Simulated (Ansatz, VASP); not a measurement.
## Two plane-wave programs on MnSn3

INCAR

```
PREC = Accurate
ENCUT = 600
EDIFF = 1E-6
ISMEAR = 0
SIGMA = 0.1
LREAL = False
LASPH = True
NELM = 60
ALGO = Fast
ISIF = 3
LWAVE = False
LCHARG = False
GGA = PS
IBRION = 2
NSW = 80
EDIFFG = -0.01
```

File KPOINTS:

```
Automatic mesh
0
Gamma
  10 10 10
```

The input POSCAR:

```
MnSn3
1.0
    4.5142541880      0.0000000000      0.0000000000
    0.0000000000      4.5142541880      0.0000000000
    0.0000000000      0.0000000000      4.5142541880
Sn Mn
3 1
Direct
    0.0000000000      0.5000000000      0.5000000000
    0.5000000000      0.0000000000      0.5000000000
    0.5000000000      0.5000000000      0.0000000000
    0.0000000000      0.0000000000      0.0000000000
```

Input for Ansatz:

```yaml
crystal:
  lattice:
    - [4.514254188, 0.0, 0.0]
    - [0.0, 4.514254188, 0.0]
    - [0.0, 0.0, 4.514254188]
  atoms:
    - { symbol: Sn, position: [0.0, 0.5, 0.5] }
    - { symbol: Sn, position: [0.5, 0.0, 0.5] }
    - { symbol: Sn, position: [0.5, 0.5, 0.0] }
    - { symbol: Mn, position: [0.0, 0.0, 0.0] }
basis:
  ecutwfc: 420
kpoints:
  mp_grid: { grid: [10, 10, 10] }
hamiltonian:
  xc: pbesol
scf:
  occupations: { method: gaussian, width: 0.1 }
  lower_state_search: "off"
output:
  forces: true
  stress: true
  eigenvalues: true
relax:
  adjacent_minimum: "off"
  f_tol: 0.01
  max_steps: 60
  cell: { stress_tol: 0.05 }
```

Alike in both runs: task relaxation of cell and atoms; functional PBEsol; k mesh 10 × 10 × 10; occupations gaussian, width 0.1 eV; no spin polarisation.

```csv
,VASP,Ansatz
version,VASP 6.6.1,Ansatz 0.2.0
potentials or method,"VASP PAW PBE potentials, release 64 (Sn_d, Mn_pv), cutoff 600 eV","scalar-relativistic, plane waves, PAW"
valence electrons in the cell,55,57
```

Ansatz gave:

| Quantity | Value |
| --- | --- |
| gap on the k mesh at the Fermi level, each at its own relaxed structure (eV) | none |
| relaxed volume (Å³/atom) | 20.71 |
| relaxed cell length with the largest relative difference (Å) | 4.359 |

**Question.** What did VASP give for the same quantities?

**Answer.** gap on the k mesh at the Fermi level, each at its own relaxed structure (eV): none; relaxed volume (Å³/atom): 20.71; relaxed cell length with the largest relative difference (Å): 4.360.

VASP's potentials were made for PBE, not for PBEsol. A gap of «none» marks a metal or a gap that the smearing closes. VASP's potentials hold 55 valence electrons a cell and Ansatz's 57, so a difference there can come from the potentials and not from the codes.
